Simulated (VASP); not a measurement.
# ZnSe (F-43m) in VASP: notebook

The runs below take ZnSe through single point, with PBE.

All numbers are computed with VASP 6.6.1; they aren't measurements. Logs are shortened: lines on timing, memory, paths and dates and some standing lists are left out, and cuts for length are marked.

**1. The cell of the first run**

The structure is cubic, space group F-43m (No. 216). Conventional cell: a = 5.665 Å, b = 5.665 Å, c = 5.665 Å, α = 90.00°, β = 90.00°, γ = 90.00°. Zn (site symmetry -43m) has 4 Se at 2.45 Å within 3.2 Å. Within 3.2 Å of Se (site symmetry -43m) lie 4 Zn at 2.45 Å.

**2. Single point, PBE**

INCAR reads:

```
SYSTEM = ZnSe
PREC     = Accurate       ! precision mode
ENCUT    = 500            ! plane-wave cutoff, eV
EDIFF    = 1E-6           ! SCF threshold, eV
ISMEAR   = 0              ! smearing method
SIGMA    = 0.01           ! smearing width, eV
LREAL    = .FALSE.        ! projectors in reciprocal space
LASPH    = .TRUE.         ! aspherical terms in the spheres
NELM     = 120            ! most SCF steps
ALGO     = Normal         ! electronic algorithm
ISIF     = 2              ! what is computed and relaxed
LWAVE    = .FALSE.        ! write WAVECAR
LCHARG   = .FALSE.        ! write CHGCAR
GGA      = PE             ! functional
NBANDS   = 16             ! bands
GGA_COMPAT= .FALSE.
```

KPOINTS reads:

```
Automatic mesh
0
G
  4 4 4
  0 0 0
```

POSCAR reads:

```
ZnSe
1.0
    0.0000000000      2.8324206805      2.8324206805
    2.8324206805      0.0000000000      2.8324206805
    2.8324206805      2.8324206805      0.0000000000
Zn Se
1 1
Direct
    0.0000000000      0.0000000000      0.0000000000
    0.2500000000      0.2500000000      0.2500000000
```

Potentials or basis: VASP PAW PBE potentials, release 64 (Zn, Se).

Started as:

```sh
cat potpaw_PBE.64/Zn/POTCAR potpaw_PBE.64/Se/POTCAR > POTCAR
mpirun -np 1 vasp_std > vasp.out
```

OUTCAR:

```text
SYSTEM = ZnSe
   PREC = Accurate
   ENCUT = 500
   EDIFF = 1E-6
   ISMEAR = 0
   LREAL = .FALSE.
   LASPH = .TRUE.
   NELM = 120
   ISIF = 2
   GGA = PE

 ion  position               nearest neighbor table
   1  0.000  0.000  0.000-   2 2.45   2 2.45   2 2.45   2 2.45
   2  0.250  0.250  0.250-   1 2.45   1 2.45   1 2.45   1 2.45

  LATTYP: Found a face centered cubic cell.
 ALAT       =     5.6648413610

  Lattice vectors:

 A1 = (   0.0000000000,   2.8324206805,   2.8324206805)
 A2 = (   2.8324206805,   0.0000000000,   2.8324206805)
 A3 = (   2.8324206805,   2.8324206805,   0.0000000000)

Analysis of symmetry for initial positions (statically):
=====================================================================
 Subroutine PRICEL returns:
 Original cell was already a primitive cell.

 Routine SETGRP: Setting up the symmetry group for a
 face centered cubic supercell.

 Subroutine GETGRP returns: Found 24 space group operations
 (whereof 24 operations were pure point group operations)
 out of a pool of 48 trial point group operations.

The static configuration has the point symmetry T_d .

Analysis of symmetry for dynamics (positions and initial velocities):
=====================================================================
 Subroutine PRICEL returns:
 Original cell was already a primitive cell.

 Routine SETGRP: Setting up the symmetry group for a
 face centered cubic supercell.

 Subroutine GETGRP returns: Found 24 space group operations
 (whereof 24 operations were pure point group operations)
 out of a pool of 48 trial point group operations.

The dynamic configuration has the point symmetry T_d .

 Subroutine INISYM returns: Found 24 space group operations
 (whereof 24 operations are pure point group operations),
 and found     1 'primitive' translations

----------------------------------------------------------------------------------------

                                     Primitive cell

  volume of cell :      45.4468

  direct lattice vectors                    reciprocal lattice vectors
     0.000000000  2.832420680  2.832420680    -0.176527450  0.176527450  0.176527450
     2.832420680  0.000000000  2.832420680     0.176527450 -0.176527450  0.176527450
     2.832420680  2.832420680  0.000000000     0.176527450  0.176527450 -0.176527450

  length of vectors
     4.005647741  4.005647741  4.005647741     0.305754512  0.305754512  0.305754512

  position of ions in fractional coordinates (direct lattice)
     0.000000000  0.000000000  0.000000000
     0.250000000  0.250000000  0.250000000

  ion indices of the primitive-cell ions
   primitive index   ion index
                 1           1
                 2           2

----------------------------------------------------------------------------------------

 KPOINTS: Automatic mesh

Automatic generation of k-mesh.
 Grid dimensions read from file:
 generate k-points for:    4    4    4

 Generating k-lattice:

  Cartesian coordinates                     Fractional coordinates (reciprocal lattice)
    -0.044131862  0.044131862  0.044131862     0.250000000  0.000000000  0.000000000
     0.044131862 -0.044131862  0.044131862     0.000000000  0.250000000  0.000000000
     0.044131862  0.044131862 -0.044131862     0.000000000  0.000000000  0.250000000

  Length of vectors
     0.076438628  0.076438628  0.076438628

  Shift w.r.t. Gamma in fractional coordinates (k-lattice)
     0.000000000  0.000000000  0.000000000

 Subroutine IBZKPT returns following result:
 ===========================================

 Found      8 irreducible k-points:

 Following reciprocal coordinates:
            Coordinates               Weight
  0.000000  0.000000  0.000000      1.000000
  0.250000  0.000000  0.000000      8.000000
  0.500000  0.000000  0.000000      4.000000
  0.250000  0.250000  0.000000      6.000000
  0.500000  0.250000  0.000000     24.000000
 -0.250000  0.250000  0.000000     12.000000
  0.500000  0.500000  0.000000      3.000000
 -0.250000  0.500000  0.250000      6.000000
   k-points           NKPTS =      8   k-points in BZ     NKDIM =      8   number of bands    NBANDS=     16
   number of dos      NEDOS =    301   number of ions     NIONS =      2
   total plane-waves  NPLWV =  27000
   dimension x,y,z NGX =    30 NGY =   30 NGZ =   30
   dimension x,y,z NGXF=    60 NGYF=   60 NGZF=   60
   ions per type =               1   1
   NGX,Y,Z   is equivalent  to a cutoff of  12.45, 12.45, 12.45 a.u.
   NGXF,Y,Z  is equivalent  to a cutoff of  24.90, 24.90, 24.90 a.u.
 SYSTEM =  ZnSe
   PREC   = accura    normal or accurate (medium, high low for compatibility)
   ISTART =      0    job   : 0-new  1-cont  2-samecut
   ICHARG =      2    charge: 1-file 2-atom 10-const
   ISPIN  =      1    spin polarized calculation?
   LNONCOLLINEAR =      F non collinear calculations
   LSORBIT =      F    spin-orbit coupling
   LASPH  =      T    aspherical Exc in radial PAW
   ENCUT  =  500.0 eV  36.75 Ry    6.06 a.u.   7.30  7.30  7.30*2*pi/ulx,y,z
   NELM   =    120;   NELMIN=  2; NELMDL= -5     # of ELM steps
   EDIFF  = 0.1E-05   stopping-criterion for ELM
   LREAL  =      F    real-space projection
[... 7 lines left out ...]
   TEBEG  =    0.0;   TEEND  =   0.0 temperature during run
   PSTRESS=    0.0 pullay stress
   NELECT =      18.0000    total number of electrons
   NUPDOWN=      -1.0000    fix difference up-down
   EMIN   =  10.00;   EMAX   =-10.00  energy-range for DOS
   EFERMI =   0.00;   METHOD = LEGACY
   ISMEAR =     0;   SIGMA  =   0.01  broadening in eV -4-tet -1-fermi 0-gaus
   EFERMI_NEDOS =   21; number of points for ismear=-14 and -15
   IALGO  =     38    algorithm
   IMIX   =      4    mixing-type and parameters
     AMIX     =   0.40;   BMIX     =  1.00
     AMIX_MAG =   1.60;   BMIX_MAG =  1.00
  volume/ion in A,a.u.               =      22.72       153.35
  Fermi-wavevector in a.u.,A,eV,Ry     =   1.202259  2.271939 19.666213  1.445426
  Thomas-Fermi vector in A             =   2.338045
   LORBIT       =      0    0 simple, 1 ext, 2 COOP (PROOUT), +10 PAW based schemes
   GGA     = PE    functional components
   LHFCALC =     F    Hartree Fock is set to
   AEXX    =    0.0000 exact exchange contribution
   IVDW    =     0    specifies the selected vdW correction
   LEPSILON=     F    determine dielectric tensor
   LRPA    =     F    only Hartree local field effects (RPA)
 non-spin polarized calculation
 Gauss-broadening in eV      SIGMA  =   0.01
  energy-cutoff  :      500.00
  volume of cell :       45.45
 maximum number of plane-waves:      1174
 NGX is ok and might be reduce to    30
   NGX = 15   NGY = 15   NGZ = 15

 number of electron      18.0000011 magnetization

 Free energy of the ion-electron system (eV)
  ---------------------------------------------------
  ext. energy  EPLUGINS =         0.00000000
  ---------------------------------------------------
  free energy    TOTEN  =        -5.95188601 eV

  energy without entropy =       -5.95188601  energy(sigma->0) =       -5.95188601

 E-fermi :   1.7537     XC(G=0):  -9.3139

 val. band max:        1.6566487359   @ k =   0.0000   0.0000   0.0000
 cond. band min:       2.9402242945   @ k =   0.0000   0.0000   0.0000
 fundamental gap:      1.2835755586
 Fermi energy:         1.7537363577

 k-point     1 :       0.0000    0.0000    0.0000
  band No.  band energies     occupation
      1     -11.6073      2.00000
      2      -4.9241      2.00000
      3      -4.9241      2.00000
      4      -4.9241      2.00000
      5      -4.5561      2.00000
      6      -4.5561      2.00000
[... 8 lines left out ...]
     15      13.1025      0.00000
     16      13.1025      0.00000

 k-point     2 :       0.2500    0.0000    0.0000
  band No.  band energies     occupation
      1     -11.2426      2.00000
      2      -4.8735      2.00000
      3      -4.8735      2.00000
      4      -4.8615      2.00000
      5      -4.5559      2.00000
      6      -4.5559      2.00000
[... 8 lines left out ...]
     15      12.0826      0.00000
     16      12.3652      0.00000

 k-point     3 :       0.5000    0.0000    0.0000
  band No.  band energies     occupation
      1     -10.8120      2.00000
      2      -4.8368      2.00000
      3      -4.8368      2.00000
      4      -4.5375      2.00000
      5      -4.5375      2.00000
      6      -4.3956      2.00000
[... 8 lines left out ...]
     15      14.7539      0.00000
     16      14.7539      0.00000

 k-point     4 :       0.2500    0.2500    0.0000
  band No.  band energies     occupation
      1     -11.1201      2.00000
      2      -4.9340      2.00000
      3      -4.8134      2.00000
      4      -4.8134      2.00000
      5      -4.5814      2.00000
      6      -4.5319      2.00000
[... 8 lines left out ...]
     15      13.9687      0.00000
     16      15.4353      0.00000

 k-point     5 :       0.5000    0.2500    0.0000
  band No.  band energies     occupation
      1     -10.6858      2.00000
      2      -4.8403      2.00000
      3      -4.7548      2.00000
      4      -4.6566      2.00000
      5      -4.5288      2.00000
      6      -4.4129      2.00000
[... 8 lines left out ...]
     15      14.9218      0.00000
     16      15.7760      0.00000

 k-point     6 :      -0.2500    0.2500    0.0000
  band No.  band energies     occupation
      1     -10.8317      2.00000
      2      -4.8251      2.00000
      3      -4.8072      2.00000
      4      -4.6692      2.00000
      5      -4.5679      2.00000
      6      -4.5057      2.00000
[... 8 lines left out ...]
     15      13.6400      0.00000
     16      15.7556      0.00000

 k-point     7 :       0.5000    0.5000    0.0000
  band No.  band energies     occupation
      1     -10.5416      2.00000
      2      -4.8922      2.00000
      3      -4.6713      2.00000
      4      -4.6713      2.00000
      5      -4.5076      2.00000
      6      -4.3747      2.00000
[... 8 lines left out ...]
     15      15.5784      0.00000
     16      16.0792      0.00000

 k-point     8 :      -0.2500    0.5000    0.2500
  band No.  band energies     occupation
      1     -10.5366      2.00000
      2      -4.8070      2.00000
      3      -4.7176      2.00000
      4      -4.5881      2.00000
      5      -4.5854      2.00000
      6      -4.2530      2.00000
[... 8 lines left out ...]
     15      15.4184      0.00000
     16      15.7531      0.00000

------------------------ aborting loop because EDIFF is reached ----------------------------------------

  FORCE on cell =-STRESS in cart. coord.  units (eV):
  Direction    XX          YY          ZZ          XY          YZ          ZX
  --------------------------------------------------------------------------------------
  -------------------------------------------------------------------------------------
  Total        0.7880209      0.7880209      0.7880209      0.0000000      0.0000000     -0.0000000
  in kB       27.7808197     27.7808197     27.7808197      0.0000000      0.0000000     -0.0000000
  external PRESSURE =      27.7808197 kB  Pullay stress =       0.0000000 kB

 VOLUME and BASIS-vectors are now :
 -----------------------------------------------------------------------------
  energy-cutoff  :      500.00
  volume of cell :       45.45
      direct lattice vectors                 reciprocal lattice vectors
     0.000000000  2.832420680  2.832420680    -0.176527450  0.176527450  0.176527450
     2.832420680  0.000000000  2.832420680     0.176527450 -0.176527450  0.176527450
     2.832420680  2.832420680  0.000000000     0.176527450  0.176527450 -0.176527450

 POSITION                                       TOTAL-FORCE (eV/Angst)
 -----------------------------------------------------------------------------------
      0.00000      0.00000      0.00000         0.000000      0.000000      0.000000
      1.41621      1.41621      1.41621        -0.000000     -0.000000     -0.000000
 -----------------------------------------------------------------------------------
    total drift:                               -0.000000     -0.000000     -0.000000

  FREE ENERGIE OF THE ION-ELECTRON SYSTEM (eV)
  ---------------------------------------------------
  free  energy   TOTEN  =        -5.9518860097 eV

  energy  without entropy=       -5.9518860097  energy(sigma->0) =       -5.95188601
```

It took 13 s on 1 thread of Intel Xeon Platinum 8175M at 2.50GHz (Skylake/Cascade Lake), shared host; peak memory 0.16 GiB.

What came out:

* Free energy: -5.9519 eV
* Pressure: 2.8 GPa
* Band gap on the k mesh: 1.28 eV, direct

Levels at points of the mesh, in eV from the valence-band top:
| k point | band 5 | band 6 | band 7 | band 8 | band 9 | band 10 | band 11 | band 12 | band 13 | band 14 |
| --- | --- | --- | --- | --- | --- | --- | --- | --- | --- | --- |
| (0.00, 0.00, 0.00) | -6.21 | -6.21 | 0.00 | 0.00 | 0.00 | 1.28 | 5.78 | 5.78 | 5.78 | 9.92 |
| (0.50, 0.00, 0.00) | -6.19 | -6.05 | -5.25 | -0.87 | -0.87 | 2.53 | 6.36 | 6.36 | 8.58 | 10.97 |
| (0.50, 0.50, 0.00) | -6.16 | -6.03 | -4.78 | -2.20 | -2.20 | 2.96 | 3.44 | 10.75 | 11.24 | 11.24 |

Caveat: the k points lie up to 0.48 Å⁻¹ apart.

**3. Single point, PBE**

INCAR reads:

```
PREC = Accurate
ENCUT = 500
EDIFF = 1E-6
ISMEAR = 0
SIGMA = 0.01
LREAL = False
LASPH = True
NELM = 120
ALGO = Normal
ISIF = 2
LWAVE = False
LCHARG = True
GGA = PE
LELF = True
LVHAR = True
NBANDS = 16
GGA_COMPAT = False
```

KPOINTS reads:

```
Automatic mesh
0
Gamma
  5 5 5
```

POSCAR is that of step 2.

Potentials or basis: VASP PAW PBE potentials, release 64 (Zn, Se).

Started as:

```sh
cat potpaw_PBE.64/Zn/POTCAR potpaw_PBE.64/Se/POTCAR > POTCAR
mpirun -np 1 vasp_std > vasp.out
```

Wall time 18 s (1 thread of Intel Xeon Platinum 8175M at 2.50GHz (Skylake/Cascade Lake), shared host); peak memory 0.16 GiB.

It converged, with:

```
Free energy            : -6.0008 eV
Pressure               : 2.5 GPa
Band gap on the k mesh : 1.29 eV, direct
```

Levels at points of the mesh, in eV from the valence-band top:
| k point | band 5 | band 6 | band 7 | band 8 | band 9 | band 10 | band 11 | band 12 | band 13 | band 14 |
| --- | --- | --- | --- | --- | --- | --- | --- | --- | --- | --- |
| (0.00, 0.00, 0.00) | -6.19 | -6.19 | 0.00 | 0.00 | 0.00 | 1.29 | 5.79 | 5.79 | 5.79 | 9.93 |

Expect the measured gap to be larger: semilocal functionals such as PBE lack the derivative discontinuity.

**4. Single point, PBE**

INCAR reads:

```
PREC     = Accurate       # precision mode
ENCUT    = 500            # plane-wave cutoff, eV
EDIFF    = 1E-6           # SCF threshold, eV
ISMEAR   = 1              # smearing method
SIGMA    = 0.2            # smearing width, eV
LREAL    = F              # projectors in reciprocal space
LASPH    = T              # aspherical terms in the spheres
NELM     = 120            # most SCF steps
ALGO     = Normal         # electronic algorithm
ISIF     = 2              # what is computed and relaxed
LWAVE    = F              # write WAVECAR
LCHARG   = F              # write CHGCAR
GGA      = PE             # functional
NBANDS   = 16             # bands
GGA_COMPAT= F
```

KPOINTS reads:

```
Automatic mesh
0
Gamma
  6 6 6
```

POSCAR is that of step 3.

Potentials or basis: VASP PAW PBE potentials, release 64 (Zn, Se).

Started as:

```sh
cat potpaw_PBE.64/Zn/POTCAR potpaw_PBE.64/Se/POTCAR > POTCAR
mpirun -np 1 vasp_std > vasp.out
```

OUTCAR:

```text
PREC = Accurate
   ENCUT = 500
   EDIFF = 1E-6
   ISMEAR = 1
   LREAL = F
   LASPH = T
   NELM = 120
   ISIF = 2
   GGA = PE

 ion  position               nearest neighbor table
   1  0.000  0.000  0.000-   2 2.45   2 2.45   2 2.45   2 2.45
   2  0.250  0.250  0.250-   1 2.45   1 2.45   1 2.45   1 2.45

  LATTYP: Found a face centered cubic cell.
 ALAT       =     5.6648413610

  Lattice vectors:

 A1 = (   0.0000000000,   2.8324206805,   2.8324206805)
[... 480 lines left out ...]
------------------------ aborting loop because EDIFF is reached ----------------------------------------

  FORCE on cell =-STRESS in cart. coord.  units (eV):
  Direction    XX          YY          ZZ          XY          YZ          ZX
  --------------------------------------------------------------------------------------
  -------------------------------------------------------------------------------------
  Total        0.6973473      0.6973473      0.6973473      0.0000000      0.0000000      0.0000000
  in kB       24.5842187     24.5842187     24.5842187      0.0000000      0.0000000      0.0000000
  external PRESSURE =      24.5842187 kB  Pullay stress =       0.0000000 kB

 VOLUME and BASIS-vectors are now :
 -----------------------------------------------------------------------------
  energy-cutoff  :      500.00
  volume of cell :       45.45
      direct lattice vectors                 reciprocal lattice vectors
     0.000000000  2.832420680  2.832420680    -0.176527450  0.176527450  0.176527450
     2.832420680  0.000000000  2.832420680     0.176527450 -0.176527450  0.176527450
     2.832420680  2.832420680  0.000000000     0.176527450  0.176527450 -0.176527450

 POSITION                                       TOTAL-FORCE (eV/Angst)
 -----------------------------------------------------------------------------------
      0.00000      0.00000      0.00000        -0.000000     -0.000000     -0.000000
      1.41621      1.41621      1.41621         0.000000      0.000000      0.000000
 -----------------------------------------------------------------------------------
    total drift:                               -0.000000     -0.000000     -0.000000

  FREE ENERGIE OF THE ION-ELECTRON SYSTEM (eV)
  ---------------------------------------------------
  free  energy   TOTEN  =        -6.0135779127 eV

  energy  without entropy=       -6.0142213600  energy(sigma->0) =       -6.01379240
```

Wall time 21 s (1 thread of Intel Xeon Platinum 8175M at 2.50GHz (Skylake/Cascade Lake), shared host); peak memory 0.16 GiB.

Results:

- Free energy: -6.0136 eV
- Pressure: 2.5 GPa
- Band gap on the k mesh: 1.29 eV, direct

**5. Single point, PBE**

INCAR reads:

```
SYSTEM = ZnSe
PREC = Accurate
ENCUT = 500
EDIFF = 1E-6
ISMEAR = -1
SIGMA = 0.5
LREAL = .FALSE.
LASPH = .TRUE.
NELM = 120
ALGO = Normal
ISIF = 2
LWAVE = .FALSE.
LCHARG = .TRUE.
GGA = PE
LELF = .TRUE.
LVHAR = .TRUE.
NBANDS = 16
GGA_COMPAT = .FALSE.
```

KPOINTS reads:

```
Automatic mesh
0
G
  6 6 6
  0 0 0
```

POSCAR is that of step 4.

Started as:

```sh
cat potpaw_PBE.64/Zn/POTCAR potpaw_PBE.64/Se/POTCAR > POTCAR
mpirun -np 1 vasp_std > vasp.out
```

It took 21 s on 1 thread of Intel Xeon Platinum 8175M at 2.50GHz (Skylake/Cascade Lake), shared host; peak memory 0.16 GiB.

It converged, with:

| Quantity | Value |
| --- | --- |
| Free energy | -6.0454 eV |
| Pressure | 2.8 GPa |
| Band gap on the k mesh | 1.30 eV, direct |

Levels at points of the mesh, in eV from the valence-band top:
| k point | band 6 | band 7 | band 8 | band 9 | band 10 | band 11 | band 12 | band 13 |
| --- | --- | --- | --- | --- | --- | --- | --- | --- |
| (0.00, 0.00, 0.00) | -6.17 | 0.00 | 0.00 | 0.00 | 1.30 | 5.81 | 5.81 | 5.81 |
| (0.50, 0.00, 0.00) | -6.01 | -5.23 | -0.87 | -0.87 | 2.55 | 6.39 | 6.39 | 8.58 |
| (0.50, 0.50, 0.00) | -5.99 | -4.75 | -2.19 | -2.19 | 2.98 | 3.47 | 10.75 | 11.26 |

**6. Overview**

```tsv
k mesh	smearing	gap on the mesh (eV)	pressure (GPa)
4 × 4 × 4	gaussian 0.01 eV	1.28	2.8
5 × 5 × 5	gaussian 0.01 eV	1.29	2.5
6 × 6 × 6	methfessel-paxton 0.2 eV	1.29	2.5
6 × 6 × 6	fermi-dirac 0.5 eV	1.30	2.8
```

Alike in all rows: task single point; level PBE; potentials or basis VASP PAW PBE potentials, release 64 (Zn, Se); no spin polarisation; cell as given; cutoff (eV) 500.

Caveats: some runs use coarse meshes.

Total energies depend on the potentials used, so only differences within one code and one set of settings carry meaning.
